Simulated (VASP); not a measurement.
# NaF (Fm-3m) in VASP: notebook

The runs below take NaF through relaxation of cell and atoms, single point, with PBEsol.

Program: VASP 6.6.1. These are calculated values, not measurements. Logs are shortened: lines on timing, memory, paths and dates and some standing lists are left out, and cuts for length are marked.

### 1 The cell of the first run

Symmetry: Fm-3m, No. 225, cubic system. The conventional cell has a = 4.630 Å, b = 4.630 Å, c = 4.630 Å, α = 90.00°, β = 90.00°, γ = 90.00°. Within 3.1 Å of Na (site symmetry m-3m) lie 6 F at 2.32 Å. F (site symmetry m-3m) has 6 Na at 2.32 Å within 3.1 Å.

### 2 Relaxation of cell and atoms, PBEsol, target pressure 15 GPa, at which the enthalpy is minimised

File INCAR:

```
ALGO = Normal ; EDIFF = 1E-6
EDIFFG = -0.002 ; ENCUT = 600
GGA = PS ; IBRION = 2
ISIF = 3 ; ISMEAR = 0
LASPH = True ; LCHARG = False
LREAL = False ; LWAVE = False
NELM = 80 ; NSW = 100
PREC = Accurate ; PSTRESS = 150.0
SIGMA = 0.01
```

File KPOINTS:

```
k-points
0
Gamma
  8 8 8
```

File POSCAR:

```
NaF
1.0
    2.3150961496      2.3150961496      0.0000000000
   -2.3150961496      2.3150961496      0.0000000000
    0.0000000000      2.3150961496      2.3150961496
Na F
1 1
Direct
    0.0000000000      0.0000000000      0.0000000000
    0.5000000000      0.5000000000      0.0000000000
```

Potentials or basis: VASP PAW PBE potentials, release 64 (Na_pv, F).

On the command line:

```bash
$ cat potpaw_PBE.64/Na_pv/POTCAR potpaw_PBE.64/F/POTCAR > POTCAR
$ mpirun -np 1 vasp_std > vasp.out
```

OUTCAR:

```text
EDIFF = 1E-6
   EDIFFG = -0.002
   ENCUT = 600
   GGA = PS
   IBRION = 2
   ISIF = 3
   ISMEAR = 0
   LASPH = True
   LREAL = False
   NELM = 80
   NSW = 100
   PREC = Accurate
   PSTRESS = 150.0

 ion  position               nearest neighbor table
   1  0.000  0.000  0.000-   2 2.32   2 2.32   2 2.32   2 2.32   2 2.32   2 2.32
   2  0.500  0.500  0.000-   1 2.32   1 2.32   1 2.32   1 2.32   1 2.32   1 2.32

  LATTYP: Found a face centered cubic cell.
 ALAT       =     4.6301922992

  Lattice vectors:

 A1 = (   0.0000000000,   2.3150961496,   2.3150961496)
 A2 = (   2.3150961496,   0.0000000000,   2.3150961496)
 A3 = (   2.3150961496,   2.3150961496,   0.0000000000)

Analysis of symmetry for initial positions (statically):
=====================================================================
 Subroutine PRICEL returns:
 Original cell was already a primitive cell.

 Routine SETGRP: Setting up the symmetry group for a
 face centered cubic supercell.

 Subroutine GETGRP returns: Found 48 space group operations
 (whereof 48 operations were pure point group operations)
 out of a pool of 48 trial point group operations.

The static configuration has the point symmetry O_h .

Analysis of symmetry for dynamics (positions and initial velocities):
=====================================================================
 Subroutine PRICEL returns:
 Original cell was already a primitive cell.

 Routine SETGRP: Setting up the symmetry group for a
 face centered cubic supercell.

 Subroutine GETGRP returns: Found 48 space group operations
 (whereof 48 operations were pure point group operations)
 out of a pool of 48 trial point group operations.

The dynamic configuration has the point symmetry O_h .

 Subroutine INISYM returns: Found 48 space group operations
 (whereof 48 operations are pure point group operations),
 and found     1 'primitive' translations

----------------------------------------------------------------------------------------

                                     Primitive cell

  volume of cell :      24.8163

  direct lattice vectors                    reciprocal lattice vectors
     2.315096150  2.315096150  0.000000000     0.215973751  0.215973751 -0.215973751
    -2.315096150  2.315096150  0.000000000    -0.215973751  0.215973751 -0.215973751
     0.000000000  2.315096150  2.315096150     0.000000000  0.000000000  0.431947503

  length of vectors
     3.274040373  3.274040373  3.274040373     0.374077510  0.374077510  0.431947503

  position of ions in fractional coordinates (direct lattice)
     0.000000000  0.000000000  0.000000000
     0.500000000  0.500000000  0.000000000

  ion indices of the primitive-cell ions
   primitive index   ion index
                 1           1
                 2           2

----------------------------------------------------------------------------------------

 KPOINTS: k-points

Automatic generation of k-mesh.
 Grid dimensions read from file:
 generate k-points for:    8    8    8

 Generating k-lattice:

  Cartesian coordinates                     Fractional coordinates (reciprocal lattice)
     0.026996719  0.026996719 -0.026996719     0.125000000  0.000000000  0.000000000
    -0.026996719  0.026996719 -0.026996719     0.000000000  0.125000000  0.000000000
     0.000000000  0.000000000  0.053993438     0.000000000  0.000000000  0.125000000

  Length of vectors
     0.046759689  0.046759689  0.053993438

  Shift w.r.t. Gamma in fractional coordinates (k-lattice)
     0.000000000  0.000000000  0.000000000

 Subroutine IBZKPT returns following result:
 ===========================================

 Found     29 irreducible k-points:

 Following reciprocal coordinates:
            Coordinates               Weight
  0.000000  0.000000  0.000000      1.000000
  0.125000  0.000000  0.000000      8.000000
  0.250000  0.000000  0.000000      8.000000
  0.375000  0.000000  0.000000      8.000000
  0.500000  0.000000  0.000000      4.000000
  0.125000  0.125000  0.000000     12.000000
[... 16 lines left out ...]
  0.375000  0.250000  0.125000     48.000000
  0.500000  0.250000  0.125000     24.000000
 [... further k-points ...]
   k-points           NKPTS =     29   k-points in BZ     NKDIM =     29   number of bands    NBANDS=     11
   number of dos      NEDOS =    301   number of ions     NIONS =      2
   total plane-waves  NPLWV =  21952
   dimension x,y,z NGX =    28 NGY =   28 NGZ =   28
   dimension x,y,z NGXF=    56 NGYF=   56 NGZF=   56
   ions per type =               1   1
   NGX,Y,Z   is equivalent  to a cutoff of  14.22, 14.22, 14.22 a.u.
   NGXF,Y,Z  is equivalent  to a cutoff of  28.44, 28.44, 28.44 a.u.
 SYSTEM =  unknown system
   PREC   = accura    normal or accurate (medium, high low for compatibility)
   ISTART =      0    job   : 0-new  1-cont  2-samecut
   ICHARG =      2    charge: 1-file 2-atom 10-const
   ISPIN  =      1    spin polarized calculation?
   LNONCOLLINEAR =      F non collinear calculations
   LSORBIT =      F    spin-orbit coupling
   LASPH  =      T    aspherical Exc in radial PAW
   ENCUT  =  600.0 eV  44.10 Ry    6.64 a.u.   6.54  6.54  6.54*2*pi/ulx,y,z
   NELM   =     80;   NELMIN=  2; NELMDL= -5     # of ELM steps
   EDIFF  = 0.1E-05   stopping-criterion for ELM
   LREAL  =      F    real-space projection
   EDIFFG = -.2E-02   stopping-criterion for IOM
   NSW    =    100    number of steps for IOM
   IBRION =      2    ionic relax: 0-MD 1-quasi-New 2-CG
   NFREE  =      1    steps in history (QN), initial steepest desc. (CG)
   ISIF   =      3    stress and relaxation
   ISYM   =      2    0-nonsym 1-usesym 2-fastsym
   POTIM  = 0.5000    time-step for ionic-motion
   TEBEG  =    0.0;   TEEND  =   0.0 temperature during run
   PSTRESS=  150.0 pullay stress
   NELECT =      14.0000    total number of electrons
   NUPDOWN=      -1.0000    fix difference up-down
   EMIN   =  10.00;   EMAX   =-10.00  energy-range for DOS
   EFERMI =   0.00;   METHOD = LEGACY
   ISMEAR =     0;   SIGMA  =   0.01  broadening in eV -4-tet -1-fermi 0-gaus
   EFERMI_NEDOS =   21; number of points for ismear=-14 and -15
   IALGO  =     38    algorithm
   IMIX   =      4    mixing-type and parameters
     AMIX     =   0.40;   BMIX     =  1.00
     AMIX_MAG =   1.60;   BMIX_MAG =  1.00
  volume/ion in A,a.u.               =      12.41        83.73
  Fermi-wavevector in a.u.,A,eV,Ry     =   1.352711  2.556254 24.896323  1.829828
  Thomas-Fermi vector in A             =   2.480027
   LORBIT       =      0    0 simple, 1 ext, 2 COOP (PROOUT), +10 PAW based schemes
   GGA     = PS    functional components
   LHFCALC =     F    Hartree Fock is set to
   AEXX    =    0.0000 exact exchange contribution
   IVDW    =     0    specifies the selected vdW correction
   LEPSILON=     F    determine dielectric tensor
   LRPA    =     F    only Hartree local field effects (RPA)
 conjugate gradient relaxation of ions
 non-spin polarized calculation
 Gauss-broadening in eV      SIGMA  =   0.01
  energy-cutoff  :      600.00
  volume of cell :       24.82
 maximum number of plane-waves:       869
 NGX is ok and might be reduce to    28
   NGX = 13   NGY = 13   NGZ = 13

--------------------------------------- Ionic step        1  -------------------------------------------

 number of electron      14.0000006 magnetization

 Free energy of the ion-electron system (eV)
  ---------------------------------------------------
  ext. energy  EPLUGINS =         0.00000000
  ---------------------------------------------------
  free energy    TOTEN  =        -8.77056306 eV

  energy without entropy =       -8.77056306  energy(sigma->0) =       -8.77056306

 E-fermi :  -2.1219     XC(G=0):  -9.3462

 val. band max:       -2.1683865761   @ k =   0.0000   0.0000   0.0000
 cond. band min:       4.0066407856   @ k =   0.0000   0.0000   0.0000
 fundamental gap:      6.1750273617
 Fermi energy:        -2.1219237690

 k-point     1 :       0.0000    0.0000    0.0000
  band No.  band energies     occupation
      1     -21.2300      2.00000
      2     -20.9286      2.00000
      3     -20.9286      2.00000
      4     -20.9286      2.00000
      5      -2.1684      2.00000
      6      -2.1684      2.00000
      7      -2.1684      2.00000
      8       4.0066      0.00000
      9      16.6939      0.00000
     10      16.6940      0.00000
     11      16.6940      0.00000
[... 309 lines left out ...]
 k-point    24 :       0.5000    0.2500    0.1250
  band No.  band energies     occupation
      1     -21.6707      2.00000
      2     -20.9852      2.00000
      3     -20.9608      2.00000
      4     -20.3173      2.00000
      5      -3.5051      2.00000
      6      -2.7580      2.00000
      7      -2.5111      2.00000
      8       9.4615      0.00000
      9      10.4204      0.00000
     10      14.8734      0.00000
     11      16.7117      0.00000

 [... further k-points ...]
[... 5 lines left out ...]
  --------------------------------------------------------------------------------------
  -------------------------------------------------------------------------------------
  Total       -0.0292375     -0.0292375     -0.0292375      0.0000000      0.0000000      0.0000000
  in kB       -1.8876135     -1.8876135     -1.8876135      0.0000000      0.0000000      0.0000000
  external PRESSURE =    -151.8876135 kB  Pullay stress =     150.0000000 kB
[... 97 lines left out ...]
  energy  without entropy=       -8.6019131983  energy(sigma->0) =       -8.60191320

  enthalpy is  TOTEN    =        -6.6917877215 eV   P V=        1.9101254768

[... ionic steps 4 to 15 ...]

--------------------------------------- Ionic step       16  -------------------------------------------

 number of electron      13.9999996 magnetization

------------------------ aborting loop because EDIFF is reached ----------------------------------------
[... 71 lines left out ...]
--------------------------------------- Ionic step       18  -------------------------------------------

 number of electron      13.9999996 magnetization

 Free energy of the ion-electron system (eV)
  ---------------------------------------------------
  ext. energy  EPLUGINS =         0.00000000
  ---------------------------------------------------
  free energy    TOTEN  =        -8.60299481 eV

  energy without entropy =       -8.60299481  energy(sigma->0) =       -8.60299481

 E-fermi :  -1.1333     XC(G=0): -10.3644

 val. band max:       -1.1891967261   @ k =   0.0000   0.0000   0.0000
 cond. band min:       6.1460765832   @ k =   0.0000   0.0000   0.0000
 fundamental gap:      7.3352733093
 Fermi energy:        -1.1332560145

 k-point     1 :       0.0000    0.0000    0.0000
  band No.  band energies     occupation
      1     -20.6478      2.00000
      2     -19.4249      2.00000
      3     -19.4249      2.00000
      4     -19.4249      2.00000
      5      -1.1892      2.00000
      6      -1.1892      2.00000
      7      -1.1892      2.00000
      8       6.1461      0.00000
      9      19.0366      0.00000
     10      19.0366      0.00000
     11      19.0366      0.00000
[... 309 lines left out ...]
 k-point    24 :       0.5000    0.2500    0.1250
  band No.  band energies     occupation
      1     -20.9839      2.00000
      2     -19.5336      2.00000
      3     -19.4855      2.00000
      4     -18.8144      2.00000
      5      -2.9155      2.00000
      6      -1.9621      2.00000
      7      -1.6649      2.00000
      8      11.7629      0.00000
      9      12.9915      0.00000
     10      18.0113      0.00000
     11      20.0829      0.00000

 [... further k-points ...]
[... 5 lines left out ...]
  --------------------------------------------------------------------------------------
  -------------------------------------------------------------------------------------
  Total        1.9102316      1.9102316      1.9102316      0.0000000      0.0000000      0.0000000
  in kB      149.9235627    149.9235627    149.9235627      0.0000000      0.0000000      0.0000000
  external PRESSURE =      -0.0764373 kB  Pullay stress =     150.0000000 kB
[... 21 lines left out ...]
  energy  without entropy=       -8.6029948134  energy(sigma->0) =       -8.60299481

  enthalpy is  TOTEN    =        -6.6917893238 eV   P V=        1.9112054895

 reached required accuracy - stopping structural energy minimisation
```

It took 44 s on 1 thread of Intel Xeon 6975P-C (Granite Rapids), shared host; peak memory 0.15 GiB.

What came out:

| Quantity | Value |
| --- | --- |
| Free energy | -8.6030 eV |
| Relaxed volume | 10.21 Å³/atom |
| Relaxed cell | a = 3.068 Å, b = 3.068 Å, c = 3.068 Å, α = 60.00°, β = 60.00°, γ = 90.00° |
| Space group after relaxing (to 0.1 Å) | Fm-3m (No. 225) |
| Energy change on relaxing (the run minimises the enthalpy) | +83.8 meV/atom |
| Ionic steps | 18 |
| Pressure after relaxing | 15.0 GPa |
| Band gap on the k mesh | 7.34 eV |

Step by step:
```tsv
step	energy change (eV)	largest force (eV/Å)	pressure (GPa)	volume (Å³)
1	0.0000	0.0000	-0.19	24.82
2	0.1319	0.0000	12.67	20.83
3	0.1687	0.0000	15.11	20.40
4	0.1610	0.0000	14.55	20.49
5	0.1612	0.0000	14.60	20.48
6	0.1618	0.0000	14.63	20.48
7	0.1618	0.0000	14.64	20.48
8	0.1618	0.0000	14.63	20.48
9	0.1619	0.0000	14.63	20.48
10	0.1620	0.0000	14.62	20.47
11	0.1622	0.0000	14.66	20.47
12	0.1627	0.0000	14.69	20.47
13	0.1636	0.0000	14.80	20.46
14	0.1654	0.0000	14.89	20.44
15	0.1691	0.0000	15.15	20.40
16	0.1670	0.0000	14.90	20.42
17	0.1680	0.0000	15.08	20.41
18	0.1676	0.0000	14.99	20.41
```

Final structure:
```
CELL_PARAMETERS angstrom
2.16920 2.16920 0.00000
-2.16920 2.16920 0.00000
0.00000 2.16920 2.16920
ATOMIC_POSITIONS crystal
Na 0.00000 0.00000 0.00000
F 0.50000 0.50000 0.00000
```

Levels at points of the mesh, in eV from the valence-band top:
```csv
k point,band 3,band 4,band 5,band 6,band 7,band 8,band 9,band 10,band 11
"(0.00, 0.00, 0.00)",-18.24,-18.24,0.00,0.00,0.00,7.34,20.23,20.23,20.23
"(0.50, 0.00, 0.00)",-18.26,-17.41,-2.11,-0.38,-0.38,11.86,14.08,22.18,22.18
"(0.50, 0.50, 0.00)",-18.34,-18.34,-1.62,-0.51,-0.51,13.69,14.70,15.60,22.35
```

Caveat: the cell is relaxed towards a set pressure, so the run minimises the enthalpy, not the energy; the volume moved by over 15 % at a fixed basis, so the end points are rough; the PAW data sets were made with another functional, which shifts forces and pressure a little.

[end of part 1 of 2]
